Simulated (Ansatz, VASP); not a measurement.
One calculation of Nb, two programs

The input INCAR:

```
SYSTEM = Nb
ALGO     = Fast           ! electronic algorithm
EDIFF    = 1E-6           ! SCF threshold, eV
ENCUT    = 520            ! plane-wave cutoff, eV
GGA      = PE             ! functional
ISIF     = 2              ! what is computed and relaxed
ISMEAR   = 0              ! smearing method
LASPH    = .True.         ! aspherical terms in the spheres
LCHARG   = .False.        ! write CHGCAR
LREAL    = .False.        ! projectors in reciprocal space
LWAVE    = .False.        ! write WAVECAR
NBANDS   = 12             ! bands
NELM     = 80             ! most SCF steps
PREC     = Accurate       ! precision mode
SIGMA    = 0.15           ! smearing width, eV
```

The input KPOINTS:

```
k-points
0
Gamma
  20 20 20
  0 0 0
```

POSCAR

```
Nb
1.0
   -1.6223512500      1.6223512500      1.5807525000
    1.6223512500     -1.6223512500      1.5807525000
    1.6223512500      1.6223512500     -1.5807525000
Nb
1
Direct
    0.0000000000      0.0000000000      0.0000000000
```

Input for Ansatz:

```yaml
crystal:
  lattice:
    - [-1.62235125, 1.62235125, 1.5807525]
    - [1.62235125, -1.62235125, 1.5807525]
    - [1.62235125, 1.62235125, -1.5807525]
  atoms:
    - { symbol: Nb, position: [0.0, 0.0, 0.0] }
basis:
  ecutwfc: 420
kpoints:
  mp_grid: { grid: [20, 20, 20] }
hamiltonian:
  xc: pbe
scf:
  occupations: { method: gaussian, width: 0.15 }
output:
  forces: true
  stress: true
  eigenvalues: true
  write_density: true
  write_potential: true
  elf: true
  volumetric_format: npy
```

Change from the starting cell: strain -0.025 along x and y, -0.050 along z, atoms carried along.

Alike in both runs: task single point; functional PBE; k mesh 20 × 20 × 20; occupations gaussian, width 0.15 eV; no spin polarisation.

|  | VASP | Ansatz |
| --- | --- | --- |
| version | VASP 6.6.1 | Ansatz 0.2.0 |
| potentials or method | VASP PAW PBE potentials, release 64 (Nb_sv), cutoff 520 eV | scalar-relativistic, plane waves, PAW |
| valence electrons in the cell | 13 | 13 |

Ansatz gave:

```
gap on the k mesh at the Fermi level (eV)                     : none
pressure (GPa)                                                : 17.1
traceless stress, the component that is largest in VASP (GPa) : 2.27
```

Question: What did VASP give for the same quantities?

Answer: gap on the k mesh at the Fermi level (eV): none; pressure (GPa): 16.7; traceless stress, the component that is largest in VASP (GPa): 2.28.

A gap of «none» marks a metal or a gap that the smearing closes. With one functional, cell and mesh, what is left measures potentials, basis and numerics.
